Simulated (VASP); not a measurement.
# Ge (I4_1/amd) in VASP: a series of runs, part 2 of 3

VASP 6.6.1.

**3. Single point, PBE (25.81 Å³/atom)**

File INCAR:

```
PREC = Accurate
ENCUT = 520
EDIFF = 1E-7
ISMEAR = 0
SIGMA = 0.15
LREAL = F
LASPH = T
NELM = 80
ALGO = Normal
ISIF = 2
LWAVE = F
LCHARG = T
GGA = PE
LELF = T
LVHAR = T
NBANDS = 21
```

File KPOINTS:

```
Automatic mesh
0
Gamma
  14 14 14
```

File POSCAR:

```
Ge
1.0
    0.0000000000      3.0773999725      2.7256531557
    3.0773999725      0.0000000000      2.7256531557
    3.0773999725      3.0773999725      0.0000000000
Ge
2
Direct
    0.5000000000      0.5000000000      0.5000000000
    0.7500000000      0.7500000000      0.7500000000
```

Potentials or basis: VASP PAW PBE potentials, release 64 (Ge_d).

Started as:

```sh
> cat potpaw_PBE.64/Ge_d/POTCAR > POTCAR
> mpirun -np 1 vasp_std > vasp.out
```

OUTCAR:

```text
PREC = Accurate
   ENCUT = 520
   EDIFF = 1E-7
   ISMEAR = 0
   LREAL = F
   LASPH = T
   NELM = 80
   ISIF = 2
   GGA = PE

 ion  position               nearest neighbor table
   1  0.500  0.500  0.500-   2 2.57   2 2.57   2 2.57   2 2.57
   2  0.750  0.750  0.750-   1 2.57   1 2.57   1 2.57   1 2.57

  LATTYP: Found a body centered tetragonal cell.
 ALAT       =     4.3521007780
 C/A-ratio  =     1.2525689522

  Lattice vectors:

 A1 = (   0.0000000000,  -3.0773999725,  -2.7256531557)
 A2 = (   0.0000000000,   3.0773999725,  -2.7256531557)
 A3 = (   3.0773999725,   0.0000000000,   2.7256531557)

Analysis of symmetry for initial positions (statically):
=====================================================================
 Subroutine PRICEL returns:
 Original cell was already a primitive cell.

 Routine SETGRP: Setting up the symmetry group for a
 body centered tetragonal supercell.

 Subroutine GETGRP returns: Found 16 space group operations
 (whereof  8 operations were pure point group operations)
 out of a pool of 16 trial point group operations.

The static configuration has the point symmetry D_2d.
 The point group associated with its full space group is D_4h.

Analysis of symmetry for dynamics (positions and initial velocities):
=====================================================================
 Subroutine PRICEL returns:
 Original cell was already a primitive cell.

 Routine SETGRP: Setting up the symmetry group for a
 body centered tetragonal supercell.

 Subroutine GETGRP returns: Found 16 space group operations
 (whereof  8 operations were pure point group operations)
 out of a pool of 16 trial point group operations.

The dynamic configuration has the point symmetry D_2d.
 The point group associated with its full space group is D_4h.

 Subroutine INISYM returns: Found 16 space group operations
 (whereof  8 operations are pure point group operations),
 and found     1 'primitive' translations

----------------------------------------------------------------------------------------

                                     Primitive cell

  volume of cell :      51.6260

  direct lattice vectors                    reciprocal lattice vectors
     0.000000000  3.077399972  2.725653156    -0.162474818  0.162474818  0.183442269
     3.077399972  0.000000000  2.725653156     0.162474818 -0.162474818  0.183442269
     3.077399972  3.077399972  0.000000000     0.162474818  0.162474818 -0.183442269

  length of vectors
     4.110909354  4.110909354  4.352100778     0.294019045  0.294019045  0.294019045

  position of ions in fractional coordinates (direct lattice)
     0.500000000  0.500000000  0.500000000
     0.750000000  0.750000000  0.750000000

  ion indices of the primitive-cell ions
   primitive index   ion index
                 1           1
                 2           2

----------------------------------------------------------------------------------------

 KPOINTS: Automatic mesh

Automatic generation of k-mesh.
 Grid dimensions read from file:
 generate k-points for:   14   14   14

 Generating k-lattice:

  Cartesian coordinates                     Fractional coordinates (reciprocal lattice)
    -0.011605344  0.011605344  0.013103019     0.071428571  0.000000000  0.000000000
     0.011605344 -0.011605344  0.013103019     0.000000000  0.071428571  0.000000000
     0.011605344  0.011605344 -0.013103019     0.000000000  0.000000000  0.071428571

  Length of vectors
     0.021001360  0.021001360  0.021001360

  Shift w.r.t. Gamma in fractional coordinates (k-lattice)
     0.000000000  0.000000000  0.000000000

 Subroutine IBZKPT returns following result:
 ===========================================

 Found    244 irreducible k-points:

 Following reciprocal coordinates:
            Coordinates               Weight
  0.000000  0.000000  0.000000      1.000000
  0.071429  0.000000  0.000000      8.000000
  0.142857  0.000000  0.000000      8.000000
  0.214286 -0.000000  0.000000      8.000000
  0.285714  0.000000  0.000000      8.000000
  0.357143  0.000000  0.000000      8.000000
[... 16 lines left out ...]
  0.214286  0.142857  0.000000      8.000000
  0.285714  0.142857  0.000000      8.000000
 [... further k-points ...]
   k-points           NKPTS =    244   k-points in BZ     NKDIM =    244   number of bands    NBANDS=     21
   number of dos      NEDOS =    301   number of ions     NIONS =      2
   total plane-waves  NPLWV =  32768
   dimension x,y,z NGX =    32 NGY =   32 NGZ =   32
   dimension x,y,z NGXF=    64 NGYF=   64 NGZF=   64
   ions per type =               2
   NGX,Y,Z   is equivalent  to a cutoff of  12.94, 12.94, 12.22 a.u.
   NGXF,Y,Z  is equivalent  to a cutoff of  25.88, 25.88, 24.45 a.u.
 SYSTEM =  unknown system
   PREC   = accura    normal or accurate (medium, high low for compatibility)
   ISTART =      0    job   : 0-new  1-cont  2-samecut
   ICHARG =      2    charge: 1-file 2-atom 10-const
   ISPIN  =      1    spin polarized calculation?
   LNONCOLLINEAR =      F non collinear calculations
   LSORBIT =      F    spin-orbit coupling
   LASPH  =      T    aspherical Exc in radial PAW
   ENCUT  =  520.0 eV  38.22 Ry    6.18 a.u.   7.64  7.64  8.09*2*pi/ulx,y,z
   NELM   =     80;   NELMIN=  2; NELMDL= -5     # of ELM steps
   EDIFF  = 0.1E-06   stopping-criterion for ELM
   LREAL  =      F    real-space projection
   EDIFFG = 0.1E-05   stopping-criterion for IOM
   NSW    =      0    number of steps for IOM
   IBRION =     -1    ionic relax: 0-MD 1-quasi-New 2-CG
   NFREE  =      0    steps in history (QN), initial steepest desc. (CG)
   ISIF   =      2    stress and relaxation
   ISYM   =      2    0-nonsym 1-usesym 2-fastsym
   POTIM  = 0.5000    time-step for ionic-motion
   TEBEG  =    0.0;   TEEND  =   0.0 temperature during run
   PSTRESS=    0.0 pullay stress
   NELECT =      28.0000    total number of electrons
   NUPDOWN=      -1.0000    fix difference up-down
   EMIN   =  10.00;   EMAX   =-10.00  energy-range for DOS
   EFERMI =   0.00;   METHOD = LEGACY
   ISMEAR =     0;   SIGMA  =   0.15  broadening in eV -4-tet -1-fermi 0-gaus
   EFERMI_NEDOS =   21; number of points for ismear=-14 and -15
   IALGO  =     38    algorithm
   IMIX   =      4    mixing-type and parameters
     AMIX     =   0.40;   BMIX     =  1.00
     AMIX_MAG =   1.60;   BMIX_MAG =  1.00
  volume/ion in A,a.u.               =      25.81       174.19
  Fermi-wavevector in a.u.,A,eV,Ry     =   1.335072  2.522920 24.251258  1.782417
  Thomas-Fermi vector in A             =   2.463804
   LORBIT       =      0    0 simple, 1 ext, 2 COOP (PROOUT), +10 PAW based schemes
   GGA     = PE    functional components
   LHFCALC =     F    Hartree Fock is set to
   AEXX    =    0.0000 exact exchange contribution
   IVDW    =     0    specifies the selected vdW correction
   LEPSILON=     F    determine dielectric tensor
   LRPA    =     F    only Hartree local field effects (RPA)
 non-spin polarized calculation
 Gauss-broadening in eV      SIGMA  =   0.15
  energy-cutoff  :      520.00
  volume of cell :       51.63
 maximum number of plane-waves:      1416
   NGX = 15   NGY = 15   NGZ = 17

 number of electron      27.9999979 magnetization

 Free energy of the ion-electron system (eV)
  ---------------------------------------------------
  ext. energy  EPLUGINS =         0.00000000
  ---------------------------------------------------
  free energy    TOTEN  =        -8.90618558 eV

  energy without entropy =       -8.90439503  energy(sigma->0) =       -8.90529031

 E-fermi :   3.7623     XC(G=0):  -9.3383

 val. band max:        3.7136266020   @ k =   0.1429   0.0000   0.0000
 cond. band min:       3.7689913768   @ k =  -0.0714   0.0000   0.0714
 fundamental gap:      0.0553647748
 Fermi energy:         3.7623041114

 k-point     1 :       0.0000    0.0000    0.0000
  band No.  band energies     occupation
      1     -20.8843      2.00000
      2     -20.8678      2.00000
      3     -20.8678      2.00000
      4     -20.8467      2.00000
      5     -20.8465      2.00000
      6     -20.7172      2.00000
[... 13 lines left out ...]
     20      11.9070      0.00000
     21      13.4714      0.00000
[... 529 lines left out ...]
 k-point    24 :       0.2857    0.1429    0.0000
  band No.  band energies     occupation
      1     -20.8879      2.00000
      2     -20.8758      2.00000
      3     -20.8625      2.00000
      4     -20.8253      2.00000
      5     -20.8239      2.00000
      6     -20.7427      2.00000
[... 13 lines left out ...]
     20      12.8679      0.00000
     21      12.9092      0.00000

 [... further k-points ...]

------------------------ aborting loop because EDIFF is reached ----------------------------------------

  FORCE on cell =-STRESS in cart. coord.  units (eV):
  Direction    XX          YY          ZZ          XY          YZ          ZX
  --------------------------------------------------------------------------------------
  -------------------------------------------------------------------------------------
  Total       -1.8592300     -1.8592300      0.0372354      0.0000000     -0.0000000      0.0000000
  in kB      -57.6999203    -57.6999203      1.1555750      0.0000000     -0.0000000      0.0000000
  external PRESSURE =     -38.0814219 kB  Pullay stress =       0.0000000 kB

 VOLUME and BASIS-vectors are now :
 -----------------------------------------------------------------------------
  energy-cutoff  :      520.00
  volume of cell :       51.63
      direct lattice vectors                 reciprocal lattice vectors
     0.000000000  3.077399972  2.725653156    -0.162474818  0.162474818  0.183442269
     3.077399972  0.000000000  2.725653156     0.162474818 -0.162474818  0.183442269
     3.077399972  3.077399972  0.000000000     0.162474818  0.162474818 -0.183442269

 POSITION                                       TOTAL-FORCE (eV/Angst)
 -----------------------------------------------------------------------------------
      3.07740      3.07740      2.72565         0.000000      0.000000      0.000000
      4.61610      4.61610      4.08848        -0.000000     -0.000000     -0.000000
 -----------------------------------------------------------------------------------
    total drift:                               -0.000000     -0.000000      0.000000

  FREE ENERGIE OF THE ION-ELECTRON SYSTEM (eV)
  ---------------------------------------------------
  free  energy   TOTEN  =        -8.9061855791 eV

  energy  without entropy=       -8.9043950323  energy(sigma->0) =       -8.90529031
```

Run time: 2.7 min. Hardware: 1 thread of AMD EPYC 7R13 (Zen 3), shared host; peak memory 0.3 GiB.

Results:

```yaml
Free_energy: -8.9062 eV
Pressure: -3.8 GPa
Band_gap_on_the_k_mesh: zero (bands 14 and 15 overlap by 0.52 eV)
```

Caveat: the cell stands under tension; semilocal functionals underestimate gaps, so a narrow gap can read as zero.

**4. Single point, PBE (26.77 Å³/atom)**

This run uses another cell than the first one, of 26.77 Å³/atom.

File INCAR:

```
PREC = Accurate ; ENCUT = 520
EDIFF = 1E-6 ; ISMEAR = 0
SIGMA = 0.15 ; LREAL = F
LASPH = T ; NELM = 80
ALGO = Normal ; ISIF = 2
LWAVE = F ; LCHARG = F
GGA = PE ; NBANDS = 21
```

File KPOINTS:

```
regular mesh
0
Gamma
  14 14 14
```

File POSCAR:

```
Ge
1.0
    0.0000000000      3.0525687794      2.8727724783
    3.0525687794      0.0000000000      2.8727724783
    3.0525687794      3.0525687794      0.0000000000
Ge
2
Direct
    0.5000000000      0.5000000000      0.5000000000
    0.7500000000      0.7500000000      0.7500000000
```

Started as:

```sh
> cat potpaw_PBE.64/Ge_d/POTCAR > POTCAR
> mpirun -np 1 vasp_std > vasp.out
```

It took 2.7 min on 1 thread of AMD EPYC 7R13 (Zen 3), shared host; peak memory 0.3 GiB.

Results (log left out):

* Free energy: -8.9148 eV
* Pressure: -5.1 GPa
* Band gap on the k mesh: zero (bands 14 and 15 overlap by 0.28 eV)

Stress tensor (GPa, compression positive):
```
-6.13  0.00  0.00
 0.00 -6.13  0.00
 0.00  0.00 -2.95
```

Levels at points of the mesh, in eV from the Fermi level:
| k point | band 10 | band 11 | band 12 | band 13 | band 14 | band 15 | band 16 | band 17 | band 18 | band 19 |
| --- | --- | --- | --- | --- | --- | --- | --- | --- | --- | --- |
| (0.00, 0.00, 0.00) | -24.39 | -11.52 | -1.34 | -0.05 | -0.05 | 0.35 | 2.37 | 2.66 | 2.66 | 6.11 |
| (0.50, 0.00, 0.00) | -24.37 | -9.81 | -6.87 | -1.30 | -0.86 | -0.23 | 3.58 | 3.88 | 7.09 | 9.19 |
| (0.50, 0.50, 0.00) | -24.38 | -8.10 | -8.10 | -2.68 | -2.68 | 0.75 | 0.75 | 8.32 | 8.32 | 10.25 |
| (0.50, 0.00, 0.50) | -24.37 | -8.31 | -8.31 | -2.32 | -2.32 | 1.14 | 1.14 | 8.10 | 8.10 | 9.90 |

Caveat: the cell stands under tension; semilocal functionals underestimate gaps, so a narrow gap can read as zero.

**5. Single point, PBE (26.77 Å³/atom)**

This run uses another cell than the first one, of 26.77 Å³/atom.

File INCAR:

```
PREC = Accurate
ENCUT = 520
EDIFF = 1E-6
ISMEAR = 0
SIGMA = 0.15
LREAL = False
LASPH = True
NELM = 80
ALGO = Normal
ISIF = 2
LWAVE = False
LCHARG = False
GGA = PE
NBANDS = 21
```

KPOINTS is that of step 4.

File POSCAR:

```
Ge
1.0
    0.0000000000      3.1785190153      2.6496134512
    3.1785190153      0.0000000000      2.6496134512
    3.1785190153      3.1785190153      0.0000000000
Ge
2
Direct
    0.5000000000      0.5000000000      0.5000000000
    0.7500000000      0.7500000000      0.7500000000
```

Started as:

```sh
> cat potpaw_PBE.64/Ge_d/POTCAR > POTCAR
> mpirun -np 1 vasp_std > vasp.out
```

Run time: 3.4 min. Hardware: 1 thread of AMD EPYC 7R13 (Zen 3), shared host; peak memory 0.31 GiB.

It converged, with:

```
Free energy            : -8.7656 eV
Pressure               : -5.1 GPa
Band gap on the k mesh : zero (bands 14 and 15 overlap by 0.89 eV)
```

Stress tensor (GPa, compression positive):
```
-7.54  0.00  0.00
 0.00 -7.54  0.00
 0.00  0.00 -0.27
```

Levels at points of the mesh, in eV from the Fermi level:
```
           k point  band 11  band 12  band 13  band 14  band 15  band 16  band 17  band 18
(0.00, 0.00, 0.00)   -11.50    -1.56    -0.28    -0.28     0.76     2.08     2.96     2.96
(0.50, 0.00, 0.00)    -9.77    -6.88    -1.66    -0.53    -0.52     3.29     4.28     7.32
(0.50, 0.50, 0.00)    -7.84    -7.84    -3.10    -3.10     0.30     0.30     8.31     8.31
(0.50, 0.00, 0.50)    -8.44    -8.44    -2.00    -2.00     1.40     1.40     7.22     7.22
```

Caveat: the cell stands under tension.

[end of part 2 of 3]
